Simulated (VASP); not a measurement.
# BeS (I-4m2) in VASP: dielectric tensor with r2SCAN

Aim: the dielectric tensor of BeS with r2SCAN.

Everything below comes from runs of VASP 6.6.1. Logs are shortened: lines on timing, memory, paths and dates and some standing lists are left out, and cuts for length are marked.

### Step 1. The cell of the first run

It takes space group I-4m2 (No. 119, tetragonal). Conventional cell: a = 3.305 Å, b = 3.305 Å, c = 5.014 Å, α = 90.00°, β = 90.00°, γ = 90.00°. Within 2.7 Å of Be (site symmetry -4m2) lie 4 S at 2.07 Å. Within 2.7 Å of S (site symmetry -4m2) lie 4 Be at 2.07 Å.

### Step 2. Dielectric tensor, r2SCAN (epitaxial xy strain -4.0%)

Contents of INCAR:

```
SYSTEM = BeS
ALGO     = Normal         ! electronic algorithm
EDIFF    = 1E-8           ! SCF threshold, eV
ENCUT    = 520            ! plane-wave cutoff, eV
ISIF     = 2              ! what is computed and relaxed
ISMEAR   = 0              ! smearing method
LASPH    = .TRUE.         ! aspherical terms in the spheres
LCALCEPS = .TRUE.       
LCHARG   = .FALSE.        ! write CHGCAR
LMIXTAU  = .TRUE.       
LREAL    = .FALSE.        ! projectors in reciprocal space
LWAVE    = .FALSE.        ! write WAVECAR
METAGGA  = R2SCAN         ! meta-GGA
NELM     = 80             ! most SCF steps
PREC     = Accurate       ! precision mode
SIGMA    = 0.01           ! smearing width, eV
```

Contents of KPOINTS:

```
k-points
0
G
  8 8 8
  0 0 0
```

Contents of POSCAR:

```
BeS
1.0
    0.0000000000      2.3369339811      2.5070809919
    2.3369339811      0.0000000000      2.5070809919
    2.3369339811      2.3369339811      0.0000000000
Be S
1 1
Direct
    0.0000000000      0.0000000000      0.0000000000
    0.2500000000      0.2500000000      0.2500000000
```

Potentials or basis: VASP PAW PBE potentials, release 64 (Be, S).

Command:

```console
$ cat potpaw_PBE.64/Be/POTCAR potpaw_PBE.64/S/POTCAR > POTCAR
$ mpirun -np 1 vasp_std > vasp.out
```

OUTCAR:

```text
SYSTEM = BeS
   EDIFF = 1E-8
   ENCUT = 520
   ISIF = 2
   ISMEAR = 0
   LASPH = .TRUE.
   LREAL = .FALSE.
   METAGGA = R2SCAN
   NELM = 80
   PREC = Accurate

 ion  position               nearest neighbor table
   1  0.000  0.000  0.000-   2 2.07   2 2.07   2 2.07   2 2.07
   2  0.250  0.250  0.250-   1 2.07   1 2.07   1 2.07   1 2.07

  LATTYP: Found a body centered tetragonal cell.
 ALAT       =     3.3049237304
 C/A-ratio  =     1.5171793339

  Lattice vectors:

 A1 = (  -2.3369339811,   0.0000000000,   2.5070809919)
 A2 = (   2.3369339811,   0.0000000000,   2.5070809919)
 A3 = (   0.0000000000,   2.3369339811,  -2.5070809919)

Analysis of symmetry for initial positions (statically):
=====================================================================
 Subroutine PRICEL returns:
 Original cell was already a primitive cell.

 Routine SETGRP: Setting up the symmetry group for a
 body centered tetragonal supercell.

 Subroutine GETGRP returns: Found  8 space group operations
 (whereof  8 operations were pure point group operations)
 out of a pool of 16 trial point group operations.

The static configuration has the point symmetry D_2d.

Analysis of symmetry for dynamics (positions and initial velocities):
=====================================================================
 Subroutine PRICEL returns:
 Original cell was already a primitive cell.

 Routine SETGRP: Setting up the symmetry group for a
 body centered tetragonal supercell.

 Subroutine GETGRP returns: Found  8 space group operations
 (whereof  8 operations were pure point group operations)
 out of a pool of 16 trial point group operations.

The dynamic configuration has the point symmetry D_2d.

 Subroutine INISYM returns: Found  8 space group operations
 (whereof  8 operations are pure point group operations),
 and found     1 'primitive' translations

----------------------------------------------------------------------------------------

                                     Primitive cell

  volume of cell :      27.3836

  direct lattice vectors                    reciprocal lattice vectors
     0.000000000  2.336933981  2.507080992    -0.213955552  0.213955552  0.199435121
     2.336933981  0.000000000  2.507080992     0.213955552 -0.213955552  0.199435121
     2.336933981  2.336933981  0.000000000     0.213955552  0.213955552 -0.199435121

  length of vectors
     3.427348178  3.427348178  3.304923730     0.362392500  0.362392500  0.362392500

  position of ions in fractional coordinates (direct lattice)
     0.000000000  0.000000000  0.000000000
     0.250000000  0.250000000  0.250000000

  ion indices of the primitive-cell ions
   primitive index   ion index
                 1           1
                 2           2

----------------------------------------------------------------------------------------

 KPOINTS: k-points

Automatic generation of k-mesh.
 Grid dimensions read from file:
 generate k-points for:    8    8    8

 Generating k-lattice:

  Cartesian coordinates                     Fractional coordinates (reciprocal lattice)
    -0.026744444  0.026744444  0.024929390     0.125000000  0.000000000  0.000000000
     0.026744444 -0.026744444  0.024929390     0.000000000  0.125000000  0.000000000
     0.026744444  0.026744444 -0.024929390     0.000000000  0.000000000  0.125000000

  Length of vectors
     0.045299062  0.045299062  0.045299062

  Shift w.r.t. Gamma in fractional coordinates (k-lattice)
     0.000000000  0.000000000  0.000000000

 Subroutine IBZKPT returns following result:
 ===========================================

 Found     59 irreducible k-points:

 Following reciprocal coordinates:
            Coordinates               Weight
  0.000000  0.000000  0.000000      1.000000
  0.125000  0.000000  0.000000      8.000000
  0.250000  0.000000  0.000000      8.000000
  0.375000  0.000000  0.000000      8.000000
  0.500000  0.000000  0.000000      4.000000
  0.125000  0.125000  0.000000      2.000000
[... 16 lines left out ...]
  0.250000  0.000000  0.125000     16.000000
  0.375000  0.000000  0.125000     16.000000
 [... further k-points ...]
   k-points           NKPTS =     59   k-points in BZ     NKDIM =     59   number of bands    NBANDS=      8
   number of dos      NEDOS =    301   number of ions     NIONS =      2
   total plane-waves  NPLWV =  21952
   dimension x,y,z NGX =    28 NGY =   28 NGZ =   28
   dimension x,y,z NGXF=    56 NGYF=   56 NGZF=   56
   ions per type =               1   1
   NGX,Y,Z   is equivalent  to a cutoff of  13.58, 13.58, 14.08 a.u.
   NGXF,Y,Z  is equivalent  to a cutoff of  27.16, 27.16, 28.17 a.u.
 SYSTEM =  BeS
   PREC   = accura    normal or accurate (medium, high low for compatibility)
   ISTART =      0    job   : 0-new  1-cont  2-samecut
   ICHARG =      2    charge: 1-file 2-atom 10-const
   ISPIN  =      1    spin polarized calculation?
   LNONCOLLINEAR =      F non collinear calculations
   LSORBIT =      F    spin-orbit coupling
   LASPH  =      T    aspherical Exc in radial PAW
   ENCUT  =  520.0 eV  38.22 Ry    6.18 a.u.   6.37  6.37  6.14*2*pi/ulx,y,z
   NELM   =     80;   NELMIN=  2; NELMDL= -5     # of ELM steps
   EDIFF  = 0.1E-07   stopping-criterion for ELM
   LREAL  =      F    real-space projection
   EDIFFG = 0.1E-06   stopping-criterion for IOM
   NSW    =      0    number of steps for IOM
   IBRION =     -1    ionic relax: 0-MD 1-quasi-New 2-CG
   NFREE  =      0    steps in history (QN), initial steepest desc. (CG)
   ISIF   =      2    stress and relaxation
   ISYM   =      2    0-nonsym 1-usesym 2-fastsym
   POTIM  = 0.5000    time-step for ionic-motion
   TEBEG  =    0.0;   TEEND  =   0.0 temperature during run
   PSTRESS=    0.0 pullay stress
   NELECT =       8.0000    total number of electrons
   NUPDOWN=      -1.0000    fix difference up-down
   EMIN   =  10.00;   EMAX   =-10.00  energy-range for DOS
   EFERMI =   0.00;   METHOD = LEGACY
   ISMEAR =     0;   SIGMA  =   0.01  broadening in eV -4-tet -1-fermi 0-gaus
   EFERMI_NEDOS =   21; number of points for ismear=-14 and -15
   IALGO  =     38    algorithm
   IMIX   =      4    mixing-type and parameters
     AMIX     =   0.40;   BMIX     =  1.00
     AMIX_MAG =   1.60;   BMIX_MAG =  1.00
  volume/ion in A,a.u.               =      13.69        92.40
  Fermi-wavevector in a.u.,A,eV,Ry     =   1.086278  2.052768 16.054880  1.180000
  Thomas-Fermi vector in A             =   2.222411
   LORBIT       =      0    0 simple, 1 ext, 2 COOP (PROOUT), +10 PAW based schemes
   METAGGA = R2SCAN    functional components
   LHFCALC =     F    Hartree Fock is set to
   AEXX    =    0.0000 exact exchange contribution
   IVDW    =     0    specifies the selected vdW correction
   LEPSILON=     F    determine dielectric tensor
   LRPA    =     F    only Hartree local field effects (RPA)
   LRPA       =     F
 non-spin polarized calculation
 Gauss-broadening in eV      SIGMA  =   0.01
  energy-cutoff  :      520.00
  volume of cell :       27.38
 maximum number of plane-waves:       752
 NGX is ok and might be reduce to    28
   NGX = 13   NGY = 13   NGZ = 13

 number of electron       8.0000001 magnetization

 Free energy of the ion-electron system (eV)
  ---------------------------------------------------
  ext. energy  EPLUGINS =         0.00000000
  ---------------------------------------------------
  free energy    TOTEN  =       -14.72735403 eV

  energy without entropy =      -14.72735403  energy(sigma->0) =      -14.72735403

 E-fermi :   4.6531     XC(G=0): -10.3640

 val. band max:        4.5637989715   @ k =   0.0000   0.0000   0.0000
 cond. band min:   10000.0000000000   @ k =   0.0000   0.0000   0.0000
 fundamental gap:   9995.4362010285
 Fermi energy:         4.6530982037

 k-point     1 :       0.0000    0.0000    0.0000
  band No.  band energies     occupation
      1     -10.1786      2.00000
      2       4.0991      2.00000
      3       4.5629      2.00000
      4       4.5638      2.00000
      5   10000.0000      0.00000
      6   10000.0000      0.00000
      7   10000.0000      0.00000
      8   10000.0000      0.00000
[... 243 lines left out ...]
 k-point    24 :       0.3750    0.0000    0.1250
  band No.  band energies     occupation
      1      -8.7973      2.00000
      2      -0.3980      2.00000
      3       2.7038      2.00000
      4       3.2518      2.00000
      5   10000.0000      0.00000
      6   10000.0000      0.00000
      7   10000.0000      0.00000
      8   10000.0000      0.00000

 [... further k-points ...]

------------------------ aborting loop because EDIFF is reached ----------------------------------------

            Ionic dipole moment: p[ion]=(     7.01080     7.01080     7.52124 ) |e| Angst

 Total electronic dipole moment: p[elc]=(     0.00416     0.00416     0.01085 ) |e| Angst

 MACROSCOPIC STATIC DIELECTRIC TENSOR (including local field effects)
 ------------------------------------------------------
           5.002143     0.000000     0.000000
           0.000000     5.002143     0.000000
           0.000000     0.000000     5.214912
 ------------------------------------------------------

 PIEZOELECTRIC TENSOR (including local field effects) (e Angst)
          XX          YY          ZZ          XY          YZ          ZX
  --------------------------------------------------------------------------------
  x    -0.00000     0.00000     0.00000     0.00000    -1.12168     0.00000
  y     0.00000    -0.00000     0.00000     0.00000     0.00000    -1.12168
  z     0.00000     0.00000     0.00000    -1.10917     0.00000     0.00000

 PIEZOELECTRIC TENSOR (including local field effects) (C/m^2)
          XX          YY          ZZ          XY          YZ          ZX
  --------------------------------------------------------------------------------
  x    -0.00000     0.00000     0.00000     0.00000    -0.65628     0.00000
  y     0.00000    -0.00000     0.00000     0.00000     0.00000    -0.65628
  z     0.00000     0.00000     0.00000    -0.64896     0.00000     0.00000

 BORN EFFECTIVE CHARGES (including local field effects) (in |e|, cummulative output)
 ---------------------------------------------------------------------------------
 ion    1
    1     1.57811     0.00000     0.00000
    2     0.00000     1.57811     0.00000
    3     0.00000     0.00000     1.79567
 ion    2
    1    -1.57811    -0.00000    -0.00000
    2     0.00000    -1.57811     0.00000
    3     0.00000     0.00000    -1.79567

  FORCE on cell =-STRESS in cart. coord.  units (eV):
  Direction    XX          YY          ZZ          XY          YZ          ZX
  --------------------------------------------------------------------------------------
  -------------------------------------------------------------------------------------
  Total        1.4700542      1.4700542      0.0635731      0.0000000     -0.0000000      0.0000000
  in kB       86.0107373     86.0107373      3.7195694      0.0000000     -0.0000000      0.0000000
  external PRESSURE =      58.5803480 kB  Pullay stress =       0.0000000 kB

 VOLUME and BASIS-vectors are now :
 -----------------------------------------------------------------------------
  energy-cutoff  :      520.00
  volume of cell :       27.38
      direct lattice vectors                 reciprocal lattice vectors
     0.000000000  2.336933981  2.507080992    -0.213955552  0.213955552  0.199435121
     2.336933981  0.000000000  2.507080992     0.213955552 -0.213955552  0.199435121
     2.336933981  2.336933981  0.000000000     0.213955552  0.213955552 -0.199435121

 POSITION                                       TOTAL-FORCE (eV/Angst)
 -----------------------------------------------------------------------------------
      0.00000      0.00000      0.00000         0.000000      0.000000     -0.000000
      1.16847      1.16847      1.25354        -0.000000     -0.000000      0.000000
 -----------------------------------------------------------------------------------
    total drift:                                0.000000      0.000000      0.000000

  FREE ENERGIE OF THE ION-ELECTRON SYSTEM (eV)
  ---------------------------------------------------
  free  energy   TOTEN  =       -14.7273540303 eV

  energy  without entropy=      -14.7273540303  energy(sigma->0) =      -14.72735403
```

It took 22 min on 1 thread of Intel Xeon Platinum 8559C (Emerald Rapids), shared host; peak memory 0.37 GiB.

What came out:

```yaml
Band_gap_on_the_k_mesh: 3.14 eV, indirect (least direct gap 6.09 eV)
Electronic_dielectric_tensor_diagonal: 5.00, 5.00, 5.21
Born_charges_mean_of_the_diagonal: Be +1.65; S -1.65 e
```

Electronic dielectric tensor:
```
5.00 0.00 0.00
0.00 5.00 0.00
0.00 0.00 5.21
```

Born effective charge tensors (e):
atom 1, Be
```
1.58 0.00 0.00
0.00 1.58 0.00
0.00 0.00 1.80
```
atom 2, S
```
-1.58  0.00  0.00
 0.00 -1.58  0.00
 0.00  0.00 -1.80
```

Dipole moments of the cell (e·Å, modulo the quantum): ionic 7.011, 7.011, 7.521; electronic 0.004, 0.004, 0.011

Caveat: the cell differs from its parent crystal (epitaxial xy strain -4.0%); the PAW data sets were made with another functional, which shifts forces and pressure a little. A k mesh can miss the band edges.
